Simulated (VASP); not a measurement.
Crystal: Cu.

```
Cu
1.0
     1.20200   -3.92264    0.00000
     1.20200    3.92264    0.00000
     0.00000    0.00000    2.44204
Cu
2
Direct
  0.86613 0.13387 0.75000
  0.13387 0.86613 0.25000
```

This cell differs from its parent crystal: volume scaled by 0.96.

Base run:

* Program: VASP 6.6.1
* Functional: LDA
* Potentials or basis: VASP PAW LDA potentials, release 64 (Cu)
* Cutoff: 520 eV
* k mesh: 11 × 11 × 11
* Occupations: fermi-dirac, width 0.05 eV
* Spin: no spin polarisation

Its results: band gap on the k mesh zero (band 11 reaches 11.54 eV, above the bottom of band 12 at 5.97 eV); pressure -0.5 GPa; largest force 0.015 eV/Å.

The run is repeated on the same cell with these changes: functional from LDA to PBEsol; potentials or basis from VASP PAW LDA potentials, release 64 (Cu) to VASP PAW PBE potentials, release 64 (Cu). What comes out?

Band gap on the k mesh zero (band 11 reaches 11.58 eV, above the bottom of band 12 at 6.06 eV); pressure 5.7 GPa; largest force 0.055 eV/Å.

Caveats: the PAW data sets were made with another functional, which shifts forces and pressure a little (some runs).
